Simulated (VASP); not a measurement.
A run of VASP 6.6.1 is set up as follows.

The input INCAR:

```
SYSTEM = Be
ALGO = Normal
EDIFF = 1E-8
ENCUT = 520
IBRION = 8
ISIF = 2
ISMEAR = 0
LASPH = .TRUE.
LCHARG = .TRUE.
LREAL = .FALSE.
LWAVE = .FALSE.
NELM = 60
NSW = 1
PREC = Accurate
SIGMA = 0.05
```

The input KPOINTS:

```
k-points
0
G
  10 10 6
  0 0 0
```

The input POSCAR:

```
Be
1.0
    2.2853000000      0.0000000000      0.0000000000
   -1.1426500000      1.9791278553      0.0000000000
    0.0000000000      0.0000000000      3.5842000000
Be
2
Direct
    0.6666666667      0.3333333333      0.7500000000
    0.3333333333      0.6666666667      0.2500000000
```

Potentials or basis: VASP PAW LDA potentials, release 64 (Be).

Run with:

```bash
$ cat potpaw_LDA.64/Be/POTCAR > POTCAR
$ mpirun -np 1 vasp_std > vasp.out
```

Question: What does it give for the highest phonon frequency at Γ?

Answer: 644 cm⁻¹.

Phonon frequencies in cm⁻¹ (negative: imaginary):
```csv
q point,frequencies
"(0.000, 0.000, 0.000)",0 0 0 463 463 644
```

Caveat: the cell stands under pressure or tension, which shifts response properties.
